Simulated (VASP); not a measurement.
Wanted: the native input for a VASP 6.6.1 run.

```
Task                   : single point
Functional             : PBE
Potentials or basis    : VASP PAW PBE potentials, release 64 (Hg)
Cutoff                 : 520 eV
k mesh                 : 7 × 7 × 7
Occupations            : fermi-dirac, width 0.05 eV
Spin                   : no spin polarisation
Dipole correction      : no
Further INCAR settings : ALGO = Fast; EDIFF = 1e-07; NBANDS = 25
```

The structure of Hg lies in POSCAR:

```
Hg
1.0
    4.5400000000      0.0000000000      0.0000000000
   -2.2700000000      3.9317553332      0.0000000000
    0.0000000000      0.0000000000      3.8700000000
Hg
3
Direct
    0.6642340000      0.3414550000      0.5016710000
   -0.0077680000     -0.0076740000      0.0156180000
    0.3385320000      0.6656200000      0.4940600000
```

This cell differs from its parent crystal: atoms moved at random.

The input as run:

INCAR

```
ALGO = Fast
EDIFF = 1E-7
ENCUT = 520
GGA = PE
ISIF = 2
ISMEAR = -1
LASPH = T
LCHARG = F
LREAL = F
LWAVE = F
NBANDS = 25
NELM = 60
PREC = Accurate
SIGMA = 0.05
```

KPOINTS

```
k-points
0
Gamma
  7 7 7
```

Potentials or basis: VASP PAW PBE potentials, release 64 (Hg).

Command:

```console
$ cat potpaw_PBE.64/Hg/POTCAR > POTCAR
$ mpirun -np 1 vasp_std > vasp.out
```

It gave:

```json
{
  "Pressure": "13.9 GPa",
  "Largest force": "0.898 eV/Å",
  "Band gap on the k mesh": "zero (bands 18 and 19 overlap by 5.12 eV)"
}
```

Caveat: the cell differs from its parent crystal (atoms moved at random); the cell stands under pressure; spin-orbit coupling is left out, which moves the levels of the heavy elements.

Wall time 2.6 min on 1 thread of Intel(R) Xeon(R) 6975P-C (Granite Rapids) (shared host), peak memory 0.34 GiB.
